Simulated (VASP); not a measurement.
# TiAl (P1) in VASP: single point with r2SCAN

Aim: the single point of TiAl with r2SCAN.

Program: VASP 6.6.1. These are calculated values, not measurements. Logs are shortened: lines on timing, memory, paths and dates and some standing lists are left out, and cuts for length are marked.

## (1) The cell of the first run

The typed cell holds 2 atoms: a = 2.760 Å, b = 2.725 Å, c = 4.845 Å, α = 102.24°, β = 79.37°, γ = 113.85°.

## (2) Single point, r2SCAN

The input, POSCAR:

```
TiAl
1.0
    2.7415977469      0.1673866120      0.2726011922
   -1.2258378152      2.4138893490     -0.3084505232
    0.4403538727     -0.3211073751      4.8142023961
Ti Al
1 1
Direct
   -0.0007628781      0.0021743877     -0.0004288419
    0.3340962115      0.6644922789      0.5004288419
```

The input, INCAR.step1:

```
SYSTEM = TiAl
ALGO     = Normal         ! electronic algorithm
EDIFF    = 1E-4           ! SCF threshold, eV
ENCUT    = 520            ! plane-wave cutoff, eV
GGA      = PE             ! functional
ISMEAR   = 0              ! smearing method
LASPH    = .TRUE.         ! aspherical terms in the spheres
LCHARG   = .FALSE.        ! write CHGCAR
LREAL    = .FALSE.        ! projectors in reciprocal space
LWAVE    = .TRUE.         ! write WAVECAR
NBANDS   = 14             ! bands
NELM     = 100            ! most SCF steps
PREC     = Accurate       ! precision mode
SIGMA    = 0.15           ! smearing width, eV
```

The input, INCAR.step2:

```
SYSTEM = TiAl
ALGO     = Normal         ! electronic algorithm
EDIFF    = 1E-6           ! SCF threshold, eV
ENCUT    = 520            ! plane-wave cutoff, eV
ISIF     = 2              ! what is computed and relaxed
ISMEAR   = 0              ! smearing method
ISTART   = 1            
LASPH    = .TRUE.         ! aspherical terms in the spheres
LCHARG   = .FALSE.        ! write CHGCAR
LMIXTAU  = .TRUE.       
LREAL    = .FALSE.        ! projectors in reciprocal space
LWAVE    = .FALSE.        ! write WAVECAR
METAGGA  = R2SCAN         ! meta-GGA
NBANDS   = 14             ! bands
NELM     = 100            ! most SCF steps
PREC     = Accurate       ! precision mode
SIGMA    = 0.15           ! smearing width, eV
```

The input, KPOINTS:

```
k-points
0
G
  12 12 8
  0 0 0
```

Potentials or basis: VASP PAW PBE potentials, release 64 (Ti_sv, Al).

Started as:

```console
$ cat potpaw_PBE.64/Ti_sv/POTCAR potpaw_PBE.64/Al/POTCAR > POTCAR
$ cp INCAR.step1 INCAR
$ mpirun -np 1 vasp_std > vasp.out
$ cp INCAR.step2 INCAR
$ mpirun -np 1 vasp_std > vasp.out
```

OUTCAR:

```text
SYSTEM = TiAl
   EDIFF = 1E-6
   ENCUT = 520
   ISIF = 2
   ISMEAR = 0
   ISTART = 1
   LASPH = .TRUE.
   LREAL = .FALSE.
   METAGGA = R2SCAN
   NELM = 100
   PREC = Accurate

 ion  position               nearest neighbor table
   1  0.999  0.002  1.000-   2 2.54   2 2.76   2 2.84   2 3.06   2 3.10
   2  0.334  0.664  0.500-   1 2.54   1 2.76   1 2.84   1 3.06   1 3.10

  LATTYP: Found a triclinic cell.
 ALAT       =     7.9882315599
 B/A-ratio  =     0.5753698525
 C/A-ratio  =     1.2919656997
 COS(alpha) =     0.0054817754
 COS(beta)  =     0.6883694736
 COS(gamma) =     0.7240744607

  Lattice vectors:

 A1 = (  -5.9235493665,  -0.0136658489,  -5.3594047805)
 A2 = (  -3.9674355621,   2.2465027370,  -0.5810517154)
 A3 = (  -1.1706298619,  -4.3529505598,  -9.2841049380)

Analysis of symmetry for initial positions (statically):
=====================================================================
 Subroutine PRICEL returns:
 Original cell was already a primitive cell.

 Routine SETGRP: Setting up the symmetry group for a
 triclinic supercell.

 Subroutine GETGRP returns: Found  1 space group operations
 (whereof  1 operations were pure point group operations)
 out of a pool of  2 trial point group operations.

The static configuration has the point symmetry C_1 .

Analysis of symmetry for dynamics (positions and initial velocities):
=====================================================================
 Subroutine PRICEL returns:
 Original cell was already a primitive cell.

 Routine SETGRP: Setting up the symmetry group for a
 triclinic supercell.

 Subroutine GETGRP returns: Found  1 space group operations
 (whereof  1 operations were pure point group operations)
 out of a pool of  2 trial point group operations.

The dynamic configuration has the point symmetry C_1 .

 Subroutine INISYM returns: Found  1 space group operations
 (whereof  1 operations are pure point group operations),
 and found     1 'primitive' translations

----------------------------------------------------------------------------------------

                                     Primitive cell

  volume of cell :      32.3711

  direct lattice vectors                    reciprocal lattice vectors
     2.741597747  0.167386612  0.272601192     0.355932376  0.178109862 -0.020677114
    -1.225837815  2.413889349 -0.308450523    -0.027597720  0.404020378  0.029472522
     0.440353873 -0.321107375  4.814202396    -0.021922660  0.015800610  0.210777889

  length of vectors
     2.760197075  2.724826942  4.844952651     0.398545508  0.406032916  0.212503132

  position of ions in fractional coordinates (direct lattice)
     0.999237122  0.002174388  0.999571158
     0.334096211  0.664492279  0.500428842

  ion indices of the primitive-cell ions
   primitive index   ion index
                 1           1
                 2           2

----------------------------------------------------------------------------------------

 KPOINTS: k-points

Automatic generation of k-mesh.
 Grid dimensions read from file:
 generate k-points for:   12   12    8

 Generating k-lattice:

  Cartesian coordinates                     Fractional coordinates (reciprocal lattice)
     0.029661031  0.014842489 -0.001723093     0.083333333  0.000000000 -0.000000000
    -0.002299810  0.033668365  0.002456043     0.000000000  0.083333333  0.000000000
    -0.002740332  0.001975076  0.026347236     0.000000000  0.000000000  0.125000000

  Length of vectors
     0.033212126  0.033836076  0.026562891

  Shift w.r.t. Gamma in fractional coordinates (k-lattice)
     0.000000000  0.000000000  0.000000000

 Subroutine IBZKPT returns following result:
 ===========================================

 Found    580 irreducible k-points:

 Following reciprocal coordinates:
            Coordinates               Weight
  0.000000  0.000000  0.000000      1.000000
  0.083333 -0.000000 -0.000000      2.000000
  0.166667  0.000000 -0.000000      2.000000
  0.250000  0.000000 -0.000000      2.000000
  0.333333  0.000000  0.000000      2.000000
  0.416667  0.000000 -0.000000      2.000000
[... 16 lines left out ...]
  0.250000  0.166667 -0.000000      2.000000
  0.333333  0.166667 -0.000000      2.000000
 [... further k-points ...]
   k-points           NKPTS =    580   k-points in BZ     NKDIM =    580   number of bands    NBANDS=     14
   number of dos      NEDOS =    301   number of ions     NIONS =      2
   total plane-waves  NPLWV =  17280
   dimension x,y,z NGX =    24 NGY =   20 NGZ =   36
   dimension x,y,z NGXF=    48 NGYF=   40 NGZF=   72
   ions per type =               1   1
   NGX,Y,Z   is equivalent  to a cutoff of  14.46, 12.20, 12.35 a.u.
   NGXF,Y,Z  is equivalent  to a cutoff of  28.91, 24.40, 24.71 a.u.
 SYSTEM =  TiAl
   PREC   = accura    normal or accurate (medium, high low for compatibility)
   ISTART =      1    job   : 0-new  1-cont  2-samecut
   ICHARG =      0    charge: 1-file 2-atom 10-const
   ISPIN  =      1    spin polarized calculation?
   LNONCOLLINEAR =      F non collinear calculations
   LSORBIT =      F    spin-orbit coupling
   LASPH  =      T    aspherical Exc in radial PAW
   ENCUT  =  520.0 eV  38.22 Ry    6.18 a.u.   5.13  5.07  9.01*2*pi/ulx,y,z
   NELM   =    100;   NELMIN=  2; NELMDL=  0     # of ELM steps
   EDIFF  = 0.1E-05   stopping-criterion for ELM
   LREAL  =      F    real-space projection
   EDIFFG = 0.1E-04   stopping-criterion for IOM
   NSW    =      0    number of steps for IOM
   IBRION =     -1    ionic relax: 0-MD 1-quasi-New 2-CG
   NFREE  =      0    steps in history (QN), initial steepest desc. (CG)
   ISIF   =      2    stress and relaxation
   ISYM   =      2    0-nonsym 1-usesym 2-fastsym
   POTIM  = 0.5000    time-step for ionic-motion
   TEBEG  =    0.0;   TEEND  =   0.0 temperature during run
   PSTRESS=    0.0 pullay stress
   NELECT =      15.0000    total number of electrons
   NUPDOWN=      -1.0000    fix difference up-down
   EMIN   =  10.00;   EMAX   =-10.00  energy-range for DOS
   EFERMI =   0.00;   METHOD = LEGACY
   ISMEAR =     0;   SIGMA  =   0.15  broadening in eV -4-tet -1-fermi 0-gaus
   EFERMI_NEDOS =   21; number of points for ismear=-14 and -15
   IALGO  =     38    algorithm
   IMIX   =      4    mixing-type and parameters
     AMIX     =   0.40;   BMIX     =  1.00
     AMIX_MAG =   1.60;   BMIX_MAG =  1.00
  volume/ion in A,a.u.               =      16.19       109.23
  Fermi-wavevector in a.u.,A,eV,Ry     =   1.266834  2.393969 21.835553  1.604868
  Thomas-Fermi vector in A             =   2.400014
   LORBIT       =      0    0 simple, 1 ext, 2 COOP (PROOUT), +10 PAW based schemes
   METAGGA = R2SCAN    functional components
   LHFCALC =     F    Hartree Fock is set to
   AEXX    =    0.0000 exact exchange contribution
   IVDW    =     0    specifies the selected vdW correction
   LEPSILON=     F    determine dielectric tensor
   LRPA    =     F    only Hartree local field effects (RPA)
 non-spin polarized calculation
 Gauss-broadening in eV      SIGMA  =   0.15
  energy-cutoff  :      520.00
  volume of cell :       32.37
 maximum number of plane-waves:       889
 NGX is ok and might be reduce to    24
   NGX = 11   NGY = 11   NGZ = 19

 number of electron      14.9999996 magnetization

 Free energy of the ion-electron system (eV)
  ---------------------------------------------------
  ext. energy  EPLUGINS =         0.00000000
  ---------------------------------------------------
  free energy    TOTEN  =       -19.81400913 eV

  energy without entropy =      -19.79791285  energy(sigma->0) =      -19.80596099

 E-fermi :   8.3421     XC(G=0): -11.8552

 val. band max:        8.3415054684   @ k =  -0.3333   0.1667   0.1250
 cond. band min:       8.3426862428   @ k =   0.3333  -0.1667   0.1250
 fundamental gap:      0.0011807743
 Fermi energy:         8.3420774488

 k-point     1 :       0.0000    0.0000    0.0000
  band No.  band energies     occupation
      1     -50.4952      2.00000
      2     -25.7882      2.00000
      3     -25.3471      2.00000
      4     -25.2295      2.00000
      5      -1.5205      2.00000
      6       5.6331      2.00000
      7       5.8980      2.00000
      8       8.9243      0.00000
      9      10.6130      0.00000
     10      11.2847      0.00000
     11      11.5380      0.00000
     12      12.1983      0.00000
     13      20.6548      0.00000
     14      22.2339      0.00000

 k-point     2 :       0.0833   -0.0000   -0.0000
  band No.  band energies     occupation
      1     -50.4880      2.00000
      2     -25.7813      2.00000
      3     -25.3820      2.00000
      4     -25.2483      2.00000
      5      -1.3424      2.00000
      6       5.7261      2.00000
      7       6.0313      2.00000
      8       8.8776      0.00000
      9      10.6498      0.00000
     10      11.2589      0.00000
     11      11.5277      0.00000
     12      12.2243      0.00000
     13      18.6200      0.00000
     14      21.4128      0.00000

 k-point     3 :       0.1667    0.0000   -0.0000
  band No.  band energies     occupation
      1     -50.4682      2.00000
      2     -25.7623      2.00000
      3     -25.4963      2.00000
      4     -25.2798      2.00000
      5      -0.8142      2.00000
      6       5.8786      2.00000
      7       6.4866      2.00000
      8       8.6967      0.00083
      9      10.8527      0.00000
     10      11.1796      0.00000
     11      11.4514      0.00000
     12      12.3550      0.00000
     13      15.9389      0.00000
     14      20.4548      0.00000
[... 324 lines left out ...]
 k-point    23 :       0.2500    0.1667   -0.0000
  band No.  band energies     occupation
      1     -50.4052      2.00000
      2     -25.7467      2.00000
      3     -25.7016      2.00000
      4     -25.4863      2.00000
      5       1.5209      2.00000
      6       6.4950      2.00000
      7       7.7134      2.00000
      8       7.9761      1.99944
      9       9.7259      0.00000
     10      10.9953      0.00000
     11      12.1328      0.00000
     12      13.1223      0.00000
     13      13.6016      0.00000
     14      15.3133      0.00000

 k-point    24 :       0.3333    0.1667   -0.0000
  band No.  band energies     occupation
      1     -50.3835      2.00000
      2     -25.8623      2.00000
      3     -25.6818      2.00000
      4     -25.5156      2.00000
      5       2.8806      2.00000
      6       6.4498      2.00000
      7       7.2108      2.00000
      8       7.7057      2.00000
      9       9.4136      0.00000
     10      10.7783      0.00000
     11      12.1714      0.00000
     12      13.2511      0.00000
     13      14.3509      0.00000
     14      15.4332      0.00000

 [... further k-points ...]

------------------------ aborting loop because EDIFF is reached ----------------------------------------

  FORCE on cell =-STRESS in cart. coord.  units (eV):
  Direction    XX          YY          ZZ          XY          YZ          ZX
  --------------------------------------------------------------------------------------
  -------------------------------------------------------------------------------------
  Total        1.5965338      0.6249755      0.5737480     -1.0549859      1.5191865     -2.1758498
  in kB       79.0190601     30.9326205     28.3971609    -52.2156158     75.1908214   -107.6918069
  external PRESSURE =      46.1162805 kB  Pullay stress =       0.0000000 kB

 VOLUME and BASIS-vectors are now :
 -----------------------------------------------------------------------------
  energy-cutoff  :      520.00
  volume of cell :       32.37
      direct lattice vectors                 reciprocal lattice vectors
     2.741597747  0.167386612  0.272601192     0.355932376  0.178109862 -0.020677114
    -1.225837815  2.413889349 -0.308450523    -0.027597720  0.404020378  0.029472522
     0.440353873 -0.321107375  4.814202396    -0.021922660  0.015800610  0.210777889

 POSITION                                       TOTAL-FORCE (eV/Angst)
 -----------------------------------------------------------------------------------
      3.17701     -0.14846      5.08386        -0.888981      0.298486      0.619580
      0.32176      1.49924      2.29528         0.888981     -0.298486     -0.619580
 -----------------------------------------------------------------------------------
    total drift:                               -0.000654      0.000510      0.000376

  FREE ENERGIE OF THE ION-ELECTRON SYSTEM (eV)
  ---------------------------------------------------
  free  energy   TOTEN  =       -19.8140091330 eV

  energy  without entropy=      -19.7979128537  energy(sigma->0) =      -19.80596099
```

It took 20 min on 1 thread of Oxide Virtual Turin-like, shared host; peak memory 0.34 GiB.

Results:

- Free energy: -19.8140 eV
- Pressure: 4.6 GPa
- Largest force: 1.124 eV/Å
- Band gap on the k mesh: zero (an odd number of electrons rules out a gap without spin polarisation)

Forces on the atoms (eV/Å):
```
Ti  -0.889  0.298  0.620
Al   0.889 -0.298 -0.620
```

Caveat: the stress differs along the axes, from 3 to 8 GPa; the PAW data sets were made with another functional, which shifts forces and pressure a little.
